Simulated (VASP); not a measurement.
Wanted: the native input for a VASP 6.6.1 run.

```yaml
Task: single point
Functional: PBE
Potentials_or_basis: VASP PAW PBE potentials, release 64 (Al, B, Sb)
Cutoff: 520 eV
k_mesh: 12 × 12 × 4
Occupations: gaussian, width 0.1 eV
Spin: no spin polarisation
Dipole_correction: no
Further_INCAR_settings: ALGO = Normal; EDIFF = 1e-06; NBANDS = 23
```

The structure of Al4B3Sb lies in POSCAR:

```
Al4B3Sb
1.0
    3.5109849781      0.0000000000      0.0000000000
   -1.7554924890      3.0406021833      0.0000000000
    0.0000000000      0.0000000000     10.4868051298
Al B Sb
4 3 1
Direct
    0.3333333333      0.6666666667      0.7900803224
    0.3333333333      0.6666666667      0.3936370654
    0.6666666667      0.3333333333      0.2099196776
    0.6666666667      0.3333333333      0.6063629346
    0.0000000000      0.0000000000      0.5000000000
    0.0000000000      0.0000000000      0.3252902034
    0.0000000000      0.0000000000      0.6747097966
    0.0000000000      0.0000000000      0.0000000000
```

The cell was built from a structure type or drawn by symmetry, and may not be a known phase.

The input as run:

INCAR

```
SYSTEM = Al4B3Sb
ALGO = Normal
EDIFF = 1E-6
ENCUT = 520
GGA = PE
ISIF = 2
ISMEAR = 0
LASPH = .TRUE.
LCHARG = .FALSE.
LREAL = .FALSE.
LWAVE = .FALSE.
NBANDS = 23
NELM = 80
PREC = Accurate
SIGMA = 0.1
```

KPOINTS

```
k-points
0
G
  12 12 4
  0 0 0
```

Potentials or basis: VASP PAW PBE potentials, release 64 (Al, B, Sb).

Launch:

```console
$ cat potpaw_PBE.64/Al/POTCAR potpaw_PBE.64/B/POTCAR potpaw_PBE.64/Sb/POTCAR > POTCAR
$ mpirun -np 1 vasp_std > vasp.out
```

It gave:

The pressure is 0.0 GPa, the largest force is 0.010 eV/Å and the band gap on the k mesh is zero (bands 13 and 14 overlap by 4.29 eV).

Caveat: spin-orbit coupling is left out, which moves the levels of the heavy elements.

Wall time 3.7 min on 1 thread of Intel Xeon 8259CL, with other jobs on the host, peak memory 0.34 GiB.
